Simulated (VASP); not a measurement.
A run of VASP 6.6.1 is set up as follows.

File INCAR:

```
ALGO = Normal
EDIFF = 1E-6
ENCUT = 520
ISIF = 2
ISMEAR = 0
LASPH = True
LCHARG = False
LREAL = Auto
LWAVE = False
NBANDS = 93
NELM = 60
PREC = Accurate
SIGMA = 0.02
```

The input KPOINTS:

```
k-points
0
Gamma
  2 2 1
```

File POSCAR:

```
HC17
1.0
    9.8640000000      0.0000000000      0.0000000000
   -4.9320000000      8.5424750000      0.0000000000
    0.0000000000      0.0000000000     12.0000000000
C H
34 2
Direct
   -0.0164604818     -0.0096338590      0.1203962500
    0.1682432719      0.0827349217      0.1203895000
   -0.0090043983      0.2435309439      0.0795417500
    0.1608268543      0.3284570338      0.0795420833
   -0.0079721174      0.4946180118      0.0719950833
    0.1597864587      0.5785015467      0.0719876667
   -0.0090102345      0.7446662706      0.0795369167
    0.1608200981      0.8295824102      0.0795364167
    0.2456946956     -0.0069942259      0.0855909167
    0.4098279208      0.0774901887      0.0760606667
    0.2457013473      0.2499114133      0.0855920833
    0.4098314590      0.3295526179      0.0760607500
    0.2430286399      0.4953898021      0.0727583333
    0.4096094253      0.5785049415      0.0715611667
    0.2430267444      0.7448535700      0.0727530000
    0.4096093514      0.8283182567      0.0715590833
    0.4928286276     -0.0054897439      0.0707835000
    0.6589845116      0.0786064928      0.0707910833
    0.4929081044      0.2450601260      0.0759193333
    0.6584230562      0.3278175236      0.0721820000
    0.4928292881      0.4955314473      0.0707851667
    0.6589835680      0.5775893989      0.0707875000
    0.4933877441      0.7453006301      0.0721716667
    0.6589046179      0.8280572082      0.0759189167
    0.7419815260     -0.0043733227      0.0760578333
    0.9061199915      0.0801106237      0.0855957500
    0.7422067875      0.2448016529      0.0715751667
    0.9087862946      0.3282662226      0.0727619167
    0.7422028769      0.4946152023      0.0715701667
    0.9087816168      0.5777240203      0.0727604167
    0.7419772196      0.7435641310      0.0760548333
    0.9061137403      0.8232124765      0.0855900833
    0.9979534709      0.9975438032      0.2465687500
    1.1538737176      1.0755110199      0.2465326667
    0.9065057939      0.9517567216      0.3103162500
    1.2451473260      1.1211679285      0.3104144167
```

Potentials or basis: VASP PAW LDA potentials, release 64 (C, H).

Run with:

```sh
$ cat potpaw_LDA.64/C/POTCAR potpaw_LDA.64/H/POTCAR > POTCAR
$ mpirun -np 1 vasp_std > vasp.out
```

Question: Estimate the band gap on the k mesh.

Answer: 0.25 eV.

Question: Predict the largest force.

Answer: 0.083 eV/Å.

Forces in eV/Å, atoms in the order of the input:
```
C   -0.007  0.003 -0.037
C    0.009 -0.001 -0.041
C    0.009  0.005  0.005
C   -0.008 -0.006  0.002
C    0.008 -0.002  0.000
C   -0.003  0.000  0.002
C    0.003  0.010  0.005
C   -0.008  0.004  0.003
C   -0.012  0.001 -0.007
C   -0.002  0.006 -0.007
C   -0.017 -0.006 -0.009
C    0.002 -0.002 -0.010
C    0.008  0.002 -0.003
C    0.004  0.001  0.003
C    0.006 -0.004 -0.002
C   -0.003  0.002  0.003
C    0.003 -0.002  0.002
C    0.001  0.002  0.000
C    0.003 -0.003 -0.006
C   -0.005 -0.007 -0.001
C    0.003 -0.003  0.001
C   -0.003 -0.001  0.001
C    0.002  0.000 -0.002
C   -0.006  0.001 -0.005
C   -0.001 -0.003 -0.007
C    0.002  0.001 -0.011
C    0.005 -0.001  0.000
C   -0.001 -0.004 -0.003
C    0.007 -0.004  0.000
C   -0.001 -0.005 -0.002
C    0.001  0.007 -0.006
C    0.002  0.007 -0.009
C   -0.054 -0.032  0.032
C    0.048  0.030  0.060
H   -0.016 -0.008  0.029
H    0.021  0.012  0.021
```

Caveat: there is no dipole correction, which matters where the two faces differ.
